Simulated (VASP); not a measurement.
# TiB2 (P6/mmm) in VASP: further runs

TiB2 is run at these levels: PBEsol; tasks: single point.

Program: VASP 6.6.1. These are calculated values, not measurements. Logs are shortened: lines on timing, memory, paths and dates and some standing lists are left out, and cuts for length are marked.

### 1 The cell of the first run

It takes space group P6/mmm (No. 191, hexagonal). The conventional cell has a = 3.069 Å, b = 3.069 Å, c = 3.271 Å, α = 90.00°, β = 90.00°, γ = 120.00°. Ti (site symmetry 6/mmm) has 12 B at 2.41 Å and 6 Ti at 3.07 Å within 3.2 Å. B (site symmetry -6m2) has 3 B at 1.77 Å within 2.4 Å.

### 2 Single point, PBEsol

INCAR

```
SYSTEM = TiB2
ALGO = Normal
EDIFF = 1E-6
ENCUT = 520
GGA = PS
ISIF = 2
ISMEAR = 1
LASPH = .TRUE.
LCHARG = .TRUE.
LELF = .TRUE.
LREAL = .FALSE.
LVHAR = .TRUE.
LWAVE = .FALSE.
NBANDS = 16
NELM = 60
PREC = Accurate
SIGMA = 0.1
```

KPOINTS

```
k-points
0
G
  11 11 9
  0 0 0
```

POSCAR

```
TiB2
1.0
    3.0690624661      0.0000000000      0.0000000000
   -1.5345312330      2.6578859062      0.0000000000
    0.0000000000      0.0000000000      3.2708838193
Ti B
1 2
Direct
    0.0000000000      0.0000000000      0.0000000000
    0.3333333333      0.6666666667      0.5000000000
    0.6666666667      0.3333333333      0.5000000000
```

Potentials or basis: VASP PAW PBE potentials, release 64 (Ti_sv, B).

Run with:

```sh
$ cat potpaw_PBE.64/Ti_sv/POTCAR potpaw_PBE.64/B/POTCAR > POTCAR
$ mpirun -np 1 vasp_std > vasp.out
```

OUTCAR:

```text
SYSTEM = TiB2
   EDIFF = 1E-6
   ENCUT = 520
   GGA = PS
   ISIF = 2
   ISMEAR = 1
   LASPH = .TRUE.
   LREAL = .FALSE.
   NELM = 60
   PREC = Accurate

 ion  position               nearest neighbor table
   1  0.000  0.000  0.000-   2 2.41   2 2.41   3 2.41   3 2.41   2 2.41   3 2.41   2 2.41   3 2.41
                             3 2.41   3 2.41   2 2.41   2 2.41
   2  0.333  0.667  0.500-   3 1.77   3 1.77   3 1.77   1 2.41   1 2.41   1 2.41   1 2.41   1 2.41
                             1 2.41
   3  0.667  0.333  0.500-   2 1.77   2 1.77   2 1.77   1 2.41   1 2.41   1 2.41   1 2.41   1 2.41
                             1 2.41

  LATTYP: Found a hexagonal cell.
 ALAT       =     3.0690624661
 C/A-ratio  =     1.0657599366

  Lattice vectors:

 A1 = (   3.0690624661,   0.0000000000,   0.0000000000)
 A2 = (  -1.5345312330,   2.6578859062,   0.0000000000)
 A3 = (   0.0000000000,   0.0000000000,   3.2708838193)

Analysis of symmetry for initial positions (statically):
=====================================================================
 Subroutine PRICEL returns:
 Original cell was already a primitive cell.

 Routine SETGRP: Setting up the symmetry group for a
 hexagonal supercell.

 Subroutine GETGRP returns: Found 24 space group operations
 (whereof 24 operations were pure point group operations)
 out of a pool of 24 trial point group operations.

The static configuration has the point symmetry D_6h.

Analysis of symmetry for dynamics (positions and initial velocities):
=====================================================================
 Subroutine PRICEL returns:
 Original cell was already a primitive cell.

 Routine SETGRP: Setting up the symmetry group for a
 hexagonal supercell.

 Subroutine GETGRP returns: Found 24 space group operations
 (whereof 24 operations were pure point group operations)
 out of a pool of 24 trial point group operations.

The dynamic configuration has the point symmetry D_6h.

 Subroutine INISYM returns: Found 24 space group operations
 (whereof 24 operations are pure point group operations),
 and found     1 'primitive' translations

----------------------------------------------------------------------------------------

                                     Primitive cell

  volume of cell :      26.6813

  direct lattice vectors                    reciprocal lattice vectors
     3.069062466  0.000000000  0.000000000     0.325832404  0.188119437  0.000000000
    -1.534531233  2.657885906  0.000000000     0.000000000  0.376238874  0.000000000
     0.000000000  0.000000000  3.270883819     0.000000000  0.000000000  0.305727765

  length of vectors
     3.069062466  3.069062332  3.270883819     0.376238857  0.376238874  0.305727765

[... 82 lines left out ...]
   EDIFF  = 0.1E-05   stopping-criterion for ELM
   LREAL  =      F    real-space projection
   EDIFFG = 0.1E-04   stopping-criterion for IOM
   NSW    =      0    number of steps for IOM
   IBRION =     -1    ionic relax: 0-MD 1-quasi-New 2-CG
   NFREE  =      0    steps in history (QN), initial steepest desc. (CG)
   ISIF   =      2    stress and relaxation
   ISYM   =      2    0-nonsym 1-usesym 2-fastsym
   POTIM  = 0.5000    time-step for ionic-motion
   TEBEG  =    0.0;   TEEND  =   0.0 temperature during run
   PSTRESS=    0.0 pullay stress
   NELECT =      18.0000    total number of electrons
   NUPDOWN=      -1.0000    fix difference up-down
   EMIN   =  10.00;   EMAX   =-10.00  energy-range for DOS
   EFERMI =   0.00;   METHOD = LEGACY
   ISMEAR =     1;   SIGMA  =   0.10  broadening in eV -4-tet -1-fermi 0-gaus
   EFERMI_NEDOS =   21; number of points for ismear=-14 and -15
   IALGO  =     38    algorithm
   IMIX   =      4    mixing-type and parameters
     AMIX     =   0.40;   BMIX     =  1.00
     AMIX_MAG =   1.60;   BMIX_MAG =  1.00
  volume/ion in A,a.u.               =       8.89        60.02
  Fermi-wavevector in a.u.,A,eV,Ry     =   1.435809  2.713285 28.049048  2.061547
  Thomas-Fermi vector in A             =   2.555066
   LORBIT       =      0    0 simple, 1 ext, 2 COOP (PROOUT), +10 PAW based schemes
   GGA     = PS    functional components
   LHFCALC =     F    Hartree Fock is set to
   AEXX    =    0.0000 exact exchange contribution
   IVDW    =     0    specifies the selected vdW correction
   LEPSILON=     F    determine dielectric tensor
   LRPA    =     F    only Hartree local field effects (RPA)
 non-spin polarized calculation
 Methfessel and Paxton  Order N= 1 SIGMA  =   0.10
  energy-cutoff  :      520.00
  volume of cell :       26.68
 maximum number of plane-waves:       730
 NGX is ok and might be reduce to    24
   NGX = 11   NGY = 11   NGZ = 13

 number of electron      18.0000001 magnetization

 Free energy of the ion-electron system (eV)
  ---------------------------------------------------
  ext. energy  EPLUGINS =         0.00000000
  ---------------------------------------------------
  free energy    TOTEN  =       -25.72333228 eV

  energy without entropy =      -25.72291081  energy(sigma->0) =      -25.72319179

 E-fermi :   9.4514     XC(G=0): -12.6841

 val. band max:        9.4350505924   @ k =   0.1818   0.1818   0.1111
 cond. band min:       9.4590677012   @ k =   0.0909   0.0000   0.3333
 fundamental gap:      0.0240171088
 Fermi energy:         9.4514400339

 k-point     1 :       0.0000    0.0000    0.0000
  band No.  band energies     occupation
      1     -47.3170      2.00000
      2     -23.7638      2.00000
      3     -23.4722      2.00000
      4     -23.4722      2.00000
      5      -3.7675      2.00000
      6       6.9730      2.00000
[... 433 lines left out ...]
      3     -23.6346      2.00000
      4     -23.5158      2.00000
      5      -2.5917      2.00000
      6       4.7034      2.00000
[... 8 lines left out ...]
     15      17.0304      0.00000
     16      18.1410      0.00000

 [... further k-points ...]
[... 5 lines left out ...]
  --------------------------------------------------------------------------------------
  -------------------------------------------------------------------------------------
  Total       -2.2487424     -2.2487421     -2.3737570     -0.0000000      0.0000000     -0.0000000
  in kB     -135.0339932   -135.0339774   -142.5409514     -0.0000000      0.0000000     -0.0000000
  external PRESSURE =    -137.5363073 kB  Pullay stress =       0.0000000 kB

 VOLUME and BASIS-vectors are now :
 -----------------------------------------------------------------------------
  energy-cutoff  :      520.00
  volume of cell :       26.68
      direct lattice vectors                 reciprocal lattice vectors
     3.069062466  0.000000000  0.000000000     0.325832404  0.188119437  0.000000000
    -1.534531233  2.657885906  0.000000000     0.000000000  0.376238874  0.000000000
     0.000000000  0.000000000  3.270883819     0.000000000  0.000000000  0.305727765

 POSITION                                       TOTAL-FORCE (eV/Angst)
 -----------------------------------------------------------------------------------
      0.00000      0.00000      0.00000        -0.000000      0.000000      0.000000
     -0.00000      1.77192      1.63544         0.000000      0.000000      0.000000
      1.53453      0.88596      1.63544        -0.000000      0.000000      0.000000
 -----------------------------------------------------------------------------------
    total drift:                               -0.000000      0.000000      0.000000

  FREE ENERGIE OF THE ION-ELECTRON SYSTEM (eV)
  ---------------------------------------------------
  free  energy   TOTEN  =       -25.7233322799 eV

  energy  without entropy=      -25.7229108133  energy(sigma->0) =      -25.72319179
```

stdout:

```text
POSCAR found type information on POSCAR TiB
 POSCAR found :  2 types and       3 ions
 scaLAPACK will be used
 -----------------------------------------------------------------------------
|                                                                             |
|                                                                             |
|     You enforced a specific xc type in the INCAR file but a different       |
|     I HOPE YOU KNOW WHAT YOU ARE DOING!                                     |
|                                                                             |
 -----------------------------------------------------------------------------

 LDA part: xc-table for (Slater+PW92), standard interpolation
 POSCAR, INCAR and KPOINTS ok, starting setup
 FFT: planning ... GRIDC
 FFT: planning ... GRID_SOFT
 FFT: planning ... GRID
 WAVECAR not read
 entering main loop
```

It took 19 s on 1 thread of AMD EPYC 9R45 (Zen 5), shared host; peak memory 0.13 GiB.

What came out:

- Free energy: -25.7233 eV
- Pressure: -13.8 GPa
- Band gap on the k mesh: zero (band 9 reaches 9.65 eV, above the bottom of band 10 at 9.23 eV)

Stress tensor (GPa, compression positive):
```
-13.50   0.00   0.00
  0.00 -13.50   0.00
  0.00   0.00 -14.25
```

Caveat: the PAW data sets were made with another functional, which shifts forces and pressure a little.

### 3 Single point, PBEsol

This run uses another cell than the first one, of 9.24 Å³/atom, 1.038 times its volume.

INCAR

```
SYSTEM = TiB2
PREC     = Accurate       ! precision mode
ENCUT    = 520            ! plane-wave cutoff, eV
EDIFF    = 1E-6           ! SCF threshold, eV
ISMEAR   = 1              ! smearing method
SIGMA    = 0.1            ! smearing width, eV
LREAL    = .FALSE.        ! projectors in reciprocal space
LASPH    = .TRUE.         ! aspherical terms in the spheres
NELM     = 60             ! most SCF steps
ALGO     = Normal         ! electronic algorithm
ISIF     = 2              ! what is computed and relaxed
LWAVE    = .FALSE.        ! write WAVECAR
LCHARG   = .FALSE.        ! write CHGCAR
GGA      = PS             ! functional
NBANDS   = 16             ! bands
```

KPOINTS

```
regular mesh
0
G
  11 11 9
  0 0 0
```

POSCAR

```
TiB2
1.0
    3.1079154826      0.0000000000      0.0000000000
   -1.5539577413      2.6915336036      0.0000000000
    0.0000000000      0.0000000000      3.3122918078
Ti B
1 2
Direct
    0.0000000000      0.0000000000      0.0000000000
    0.3333333333      0.6666666667      0.5000000000
    0.6666666667      0.3333333333      0.5000000000
```

Potentials or basis: VASP PAW PBE potentials, release 64 (Ti_sv, B).

Run with:

```sh
$ cat potpaw_PBE.64/Ti_sv/POTCAR potpaw_PBE.64/B/POTCAR > POTCAR
$ mpirun -np 1 vasp_std > vasp.out
```

OUTCAR:

```text
SYSTEM = TiB2
   PREC = Accurate
   ENCUT = 520
   EDIFF = 1E-6
   ISMEAR = 1
   LREAL = .FALSE.
   LASPH = .TRUE.
   NELM = 60
   ISIF = 2
   GGA = PS

 ion  position               nearest neighbor table
   1  0.000  0.000  0.000-   2 2.44   2 2.44   3 2.44   3 2.44   2 2.44   3 2.44   2 2.44   3 2.44
                             3 2.44   3 2.44   2 2.44   2 2.44
   2  0.333  0.667  0.500-   3 1.79   3 1.79   3 1.79   1 2.44   1 2.44   1 2.44   1 2.44   1 2.44
                             1 2.44
   3  0.667  0.333  0.500-   2 1.79   2 1.79   2 1.79   1 2.44   1 2.44   1 2.44   1 2.44   1 2.44
                             1 2.44

  LATTYP: Found a hexagonal cell.
[... 649 lines left out ...]
 [... further k-points ...]
[... 5 lines left out ...]
  --------------------------------------------------------------------------------------
  -------------------------------------------------------------------------------------
  Total       -3.7298511     -3.7298506     -3.5232938      0.0000000      0.0000000      0.0000000
  in kB     -215.6773193   -215.6772942   -203.7332163      0.0000000      0.0000000      0.0000000
  external PRESSURE =    -211.6959433 kB  Pullay stress =       0.0000000 kB

 VOLUME and BASIS-vectors are now :
 -----------------------------------------------------------------------------
  energy-cutoff  :      520.00
  volume of cell :       27.71
      direct lattice vectors                 reciprocal lattice vectors
     3.107915483  0.000000000  0.000000000     0.321759072  0.185767697  0.000000000
    -1.553957741  2.691533604  0.000000000     0.000000000  0.371535395  0.000000000
     0.000000000  0.000000000  3.312291808     0.000000000  0.000000000  0.301905767

 POSITION                                       TOTAL-FORCE (eV/Angst)
 -----------------------------------------------------------------------------------
      0.00000      0.00000      0.00000         0.000000     -0.000000     -0.000000
     -0.00000      1.79436      1.65615        -0.000000     -0.000000      0.000000
      1.55396      0.89718      1.65615        -0.000000      0.000000     -0.000000
 -----------------------------------------------------------------------------------
    total drift:                               -0.000000      0.000000     -0.000000

  FREE ENERGIE OF THE ION-ELECTRON SYSTEM (eV)
  ---------------------------------------------------
  free  energy   TOTEN  =       -25.6110377531 eV

  energy  without entropy=      -25.6106536973  energy(sigma->0) =      -25.61090973
```

OSZICAR:

```text
N       E                     dE             d eps       ncg     rms          rms(c)
DAV:   1     0.119657027630E+03    0.11966E+03   -0.89628E+03  2560   0.126E+03
DAV:   2    -0.230639665063E+02   -0.14272E+03   -0.13778E+03  2784   0.337E+02
DAV:   3    -0.303919217866E+02   -0.73280E+01   -0.72608E+01  3632   0.731E+01
DAV:   4    -0.305642570198E+02   -0.17234E+00   -0.17221E+00  3184   0.100E+01
DAV:   5    -0.305687863604E+02   -0.45293E-02   -0.45282E-02  3704   0.144E+00    0.154E+01
DAV:   6    -0.256649883264E+02    0.49038E+01   -0.21445E+01  3648   0.471E+01    0.360E+00
DAV:   7    -0.256210100087E+02    0.43978E-01   -0.11918E+00  2800   0.125E+01    0.296E+00
DAV:   8    -0.256200897846E+02    0.92022E-03   -0.13085E-01  4256   0.320E+00    0.793E-01
DAV:   9    -0.256119993880E+02    0.80904E-02   -0.66524E-02  3432   0.304E+00    0.278E-01
DAV:  10    -0.256109995921E+02    0.99980E-03   -0.46287E-03  3192   0.768E-01    0.531E-02
DAV:  11    -0.256110811255E+02   -0.81533E-04   -0.56590E-04  3920   0.240E-01    0.543E-02
DAV:  12    -0.256110378442E+02    0.43281E-04   -0.15533E-04  3232   0.150E-01    0.113E-02
DAV:  13    -0.256110377531E+02    0.91107E-07   -0.61460E-06  3632   0.187E-02
   1 F= -.25611038E+02 E0= -.25610910E+02  d E =-.384056E-03
```

It took 22 s on 1 thread of AMD EPYC 9R45 (Zen 5), shared host; peak memory 0.13 GiB.

Results:

| Quantity | Value |
| --- | --- |
| Free energy | -25.6110 eV |
| Pressure | -21.2 GPa |
| Band gap on the k mesh | zero (band 9 reaches 9.23 eV, above the bottom of band 10 at 8.84 eV) |

Caveat: the PAW data sets were made with another functional, which shifts forces and pressure a little.

### 4 Single point, PBEsol

This run uses another cell than the first one, of 9.58 Å³/atom, 1.077 times its volume.

INCAR

```
SYSTEM = TiB2
PREC = Accurate
ENCUT = 520
EDIFF = 1E-6
ISMEAR = 1
SIGMA = 0.1
LREAL = .False.
LASPH = .True.
NELM = 80
ALGO = Normal
ISIF = 2
LWAVE = .False.
LCHARG = .True.
GGA = PS
LELF = .True.
LVHAR = .True.
NBANDS = 16
```

KPOINTS

```
regular mesh
0
Gamma
  11 11 9
  0 0 0
```

POSCAR

```
TiB2
1.0
    3.1458206267      0.0000000000      0.0000000000
   -1.5729103133      2.7243604194      0.0000000000
    0.0000000000      0.0000000000      3.3526895917
Ti B
1 2
Direct
    0.0000000000      0.0000000000      0.0000000000
    0.3333333333      0.6666666667      0.5000000000
    0.6666666667      0.3333333333      0.5000000000
```

Potentials or basis: VASP PAW PBE potentials, release 64 (Ti_sv, B).

Run with:

```sh
$ cat potpaw_PBE.64/Ti_sv/POTCAR potpaw_PBE.64/B/POTCAR > POTCAR
$ mpirun -np 1 vasp_std > vasp.out
```

OUTCAR:

```text
SYSTEM = TiB2
   PREC = Accurate
   ENCUT = 520
   EDIFF = 1E-6
   ISMEAR = 1
   LREAL = .False.
   LASPH = .True.
   NELM = 80
   ISIF = 2
   GGA = PS

 ion  position               nearest neighbor table
   1  0.000  0.000  0.000-   2 2.47   2 2.47   3 2.47   3 2.47   2 2.47   3 2.47   2 2.47   3 2.47
                             3 2.47   3 2.47   2 2.47   2 2.47
   2  0.333  0.667  0.500-   3 1.82   3 1.82   3 1.82   1 2.47   1 2.47   1 2.47   1 2.47   1 2.47
                             1 2.47
   3  0.667  0.333  0.500-   2 1.82   2 1.82   2 1.82   1 2.47   1 2.47   1 2.47   1 2.47   1 2.47
                             1 2.47

  LATTYP: Found a hexagonal cell.
[... 649 lines left out ...]
 [... further k-points ...]
[... 5 lines left out ...]
  --------------------------------------------------------------------------------------
  -------------------------------------------------------------------------------------
  Total       -5.0610811     -5.0610805     -4.5396377     -0.0000000      0.0000000     -0.0000000
  in kB     -282.2032507   -282.2032178   -253.1278372     -0.0000000      0.0000000     -0.0000000
  external PRESSURE =    -272.5114352 kB  Pullay stress =       0.0000000 kB

 VOLUME and BASIS-vectors are now :
 -----------------------------------------------------------------------------
  energy-cutoff  :      520.00
  volume of cell :       28.73
      direct lattice vectors                 reciprocal lattice vectors
     3.145820627  0.000000000  0.000000000     0.317882079  0.183529314  0.000000000
    -1.572910313  2.724360419  0.000000000     0.000000000  0.367058629  0.000000000
     0.000000000  0.000000000  3.352689592     0.000000000  0.000000000  0.298267994

 POSITION                                       TOTAL-FORCE (eV/Angst)
 -----------------------------------------------------------------------------------
      0.00000      0.00000      0.00000        -0.000000      0.000000      0.000000
     -0.00000      1.81624      1.67634         0.000000     -0.000000      0.000000
      1.57291      0.90812      1.67634        -0.000000      0.000000      0.000000
 -----------------------------------------------------------------------------------
    total drift:                               -0.000000      0.000000      0.000000

  FREE ENERGIE OF THE ION-ELECTRON SYSTEM (eV)
  ---------------------------------------------------
  free  energy   TOTEN  =       -25.4556929595 eV

  energy  without entropy=      -25.4553512223  energy(sigma->0) =      -25.45557905
```

stdout:

```text
POSCAR found type information on POSCAR TiB
 POSCAR found :  2 types and       3 ions
 scaLAPACK will be used
 -----------------------------------------------------------------------------
|                                                                             |
|                                                                             |
|     You enforced a specific xc type in the INCAR file but a different       |
|     I HOPE YOU KNOW WHAT YOU ARE DOING!                                     |
|                                                                             |
 -----------------------------------------------------------------------------

 LDA part: xc-table for (Slater+PW92), standard interpolation
 POSCAR, INCAR and KPOINTS ok, starting setup
 FFT: planning ... GRIDC
 FFT: planning ... GRID_SOFT
 FFT: planning ... GRID
 WAVECAR not read
 entering main loop
```

Wall time 22 s (1 thread of AMD EPYC 9R45 (Zen 5), shared host); peak memory 0.13 GiB.

What came out:

```yaml
Free_energy: -25.4557 eV
Pressure: -27.3 GPa
Band_gap_on_the_k_mesh: zero (band 9 reaches 8.85 eV, above the bottom of band 10 at 8.48 eV)
```

Levels at points of the mesh, in eV from the Fermi level:
| k point | band 5 | band 6 | band 7 | band 8 | band 9 | band 10 | band 11 | band 12 | band 13 | band 14 |
| --- | --- | --- | --- | --- | --- | --- | --- | --- | --- | --- |
| (0.00, 0.00, 0.00) | -12.80 | -2.32 | -2.32 | -2.20 | -1.85 | 1.62 | 1.62 | 3.21 | 3.21 | 5.34 |

Caveat: the PAW data sets were made with another functional, which shifts forces and pressure a little.

### 5 The runs side by side

| cell | gap on the mesh (eV) | pressure (GPa) |
| --- | --- | --- |
| a = 3.069, b = 3.069, c = 3.271 Å, angles 90.0, 90.0, 120.0°, 3 atoms | none | -13.8 |
| a = 3.108, b = 3.108, c = 3.312 Å, angles 90.0, 90.0, 120.0°, 3 atoms | none | -21.2 |
| a = 3.146, b = 3.146, c = 3.353 Å, angles 90.0, 90.0, 120.0°, 3 atoms | none | -27.3 |

Alike in all rows: task single point; level PBEsol; potentials or basis VASP PAW PBE potentials, release 64 (Ti_sv, B); no spin polarisation; k mesh 11 × 11 × 9; cutoff (eV) 520; smearing methfessel-paxton 0.1 eV.

Caveats: the PAW data sets were made with another functional, which shifts forces and pressure a little.

Total energies depend on the potentials used, so only differences within one code and one set of settings carry meaning.
